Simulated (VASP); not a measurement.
Write the native input for VASP 6.6.1 that does the following.

```
Task                   : single point
Functional             : LDA
Potentials or basis    : VASP PAW LDA potentials, release 64 (Mg)
Cutoff                 : 520 eV
k mesh                 : 19 × 19 × 19
Occupations            : fermi-dirac, width 0.03 eV
Spin                   : no spin polarisation
Dipole correction      : no
Further INCAR settings : ALGO = Normal; EDIFF = 1e-07; NBANDS = 7
```

The structure of Mg lies in POSCAR:

```
Mg
1.0
   -1.4765000000      1.4765000000      1.4617350000
    1.4765000000     -1.4765000000      1.4617350000
    1.4765000000      1.4765000000     -1.4617350000
Mg
1
Direct
    0.0000000000      0.0000000000      0.0000000000
```

This cell differs from its parent crystal: zz strain of -1 %.

The input as run:

INCAR

```
SYSTEM = Mg
ALGO = Normal
EDIFF = 1E-7
ENCUT = 520
GGA = CA
ISIF = 2
ISMEAR = -1
LASPH = .TRUE.
LCHARG = .FALSE.
LREAL = .FALSE.
LWAVE = .FALSE.
NBANDS = 7
NELM = 100
PREC = Accurate
SIGMA = 0.03
```

KPOINTS

```
k-points
0
G
  19 19 19
  0 0 0
```

Potentials or basis: VASP PAW LDA potentials, release 64 (Mg).

Command:

```console
$ cat potpaw_LDA.64/Mg/POTCAR > POTCAR
$ mpirun -np 1 vasp_std > vasp.out
```

It gave:

```
Pressure               : 58.1 GPa
Band gap on the k mesh : zero (band 1 reaches 9.93 eV, above the bottom of band 2 at 5.53 eV)
```

Caveat: the cell differs from its parent crystal (zz strain of -1 %).

Run time: 24 s on 1 thread of Intel(R) Xeon(R) Platinum 8375C CPU @ 2.90GHz (Ice Lake), on a shared host, peak memory 0.16 GiB.
